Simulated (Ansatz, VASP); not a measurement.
## Two plane-wave programs on Te

```
Te
1.0
     4.96882    0.00000    0.00000
    -2.48441    4.30312    0.00000
     0.00000    0.00000   10.98056
Te
4
Direct
  0.33333 0.66667 0.46624
  0.66667 0.33333 0.96624
  0.66667 0.33333 0.53376
  0.33333 0.66667 0.03376
```

Alike in both runs: functional PBE; k mesh 12 × 12 × 6; occupations gaussian, width 0.1 eV; no spin polarisation.

Ansatz relaxed the structure, and its values are those at the end. VASP's run is a single point on that final structure, the one shown.

|  | VASP | Ansatz |
| --- | --- | --- |
| version | VASP 6.6.1 | Ansatz 0.2.0 |
| potentials or method | VASP PAW PBE potentials, release 64 (Te), cutoff 500 eV | scalar-relativistic, plane waves, PAW |
| valence electrons in the cell | 24 | 64 |

```csv
,VASP,Ansatz,Ansatz less VASP
gap on the k mesh at the Fermi level (eV),none,none,-
pressure (GPa),0.0,0.0,+0.01
```

A gap of «none» marks a metal or a gap that the smearing closes. VASP's potentials hold 24 valence electrons a cell and Ansatz's 64, so a difference there can come from the potentials and not from the codes.

Spin-orbit coupling is off throughout.
